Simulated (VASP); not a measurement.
A run of VASP 6.6.1 is set up as follows.

The input INCAR:

```
  ALGO = Normal
  EDIFF = 1E-6
  ENCUT = 520
  GGA = PE
  ISIF = 2
  ISMEAR = -1
  IVDW = 12
  LASPH = True
  LCHARG = True
  LELF = True
  LREAL = Auto
  LVHAR = True
  LWAVE = False
  NBANDS = 56
  NELM = 60
  PREC = Accurate
  SIGMA = 0.02
```

File KPOINTS:

```
k-points
0
Gamma
  1 1 1
```

File POSCAR:

```
H19NO8
1.0
    6.3088310000      0.0000000000      0.0000000000
    0.0000000000      6.3088310000      0.0000000000
    0.0000000000      0.0000000000      6.3088310000
O H N
8 19 1
Direct
    0.7167888948      0.6793017597      0.9665974568
    0.2514570449      0.1545769731      0.6306556635
    0.8763588690      0.0353472775      0.1664809217
    0.9710990832      0.8404885152      0.5701056186
    0.3446438809      0.5262306123      0.8446572749
    0.6091619826      0.2557209093      0.4081263232
    0.4812619010      0.6531637953      0.4604498044
    0.8759943007      0.3209627901      0.8013053448
    0.5674902371      0.6442873490      0.9495102975
    0.8005445066      0.5608170515      0.8967112925
    0.3620005037      0.1259821352      0.5226324814
    0.1767680890      0.0209547537      0.6390724367
    0.9272874800     -0.0329696579      0.2885954625
    0.8303915575     -0.0913956960      0.0901117814
    0.8425174173      0.8133678014      0.6448262761
    1.0162104517      0.7133017194      0.4804693611
    0.3722401187      0.5939293666      0.7153940247
    0.3319790941      0.3802130696      0.8105463595
    0.7025865806      0.2634560983      0.5430166064
    0.7003357674      0.1728212406      0.3043828563
    0.4318866681      0.7300401612      0.3391119528
    0.5552851233      0.5336963377      0.3889785604
    0.8504903682      0.2011624658      0.9026711922
    1.0154179118      0.3172537036      0.7443217293
    0.1423401578      0.5721820730      0.1219718835
    0.1278366785      0.4076825009      0.3277469312
   -0.0840567769      0.4997280796      0.2282356272
    0.0659710175      0.5460282578      0.2704780014
```

Potentials or basis: VASP PAW PBE potentials, release 64 (O, H, N).

Launch:

```console
$ cat potpaw_PBE.64/O/POTCAR potpaw_PBE.64/H/POTCAR potpaw_PBE.64/N/POTCAR > POTCAR
$ mpirun -np 1 vasp_gam > vasp.out
```

**Question.** What does it give for the largest force?

**Answer.** 2.957 eV/Å.

**Question.** Predict the pressure.

**Answer.** 1.6 GPa.

**Question.** Predict the dispersion energy per atom.

**Answer.** -0.039 eV.

Stress tensor (GPa, compression positive):
```
 2.54  0.35  0.76
 0.35  2.15 -0.85
 0.76 -0.85  0.13
```

Caveat: the k points lie up to 1.00 Å⁻¹ apart, too coarse for converged energies, forces and pressures; the atoms stand as in a frame of molecular dynamics.
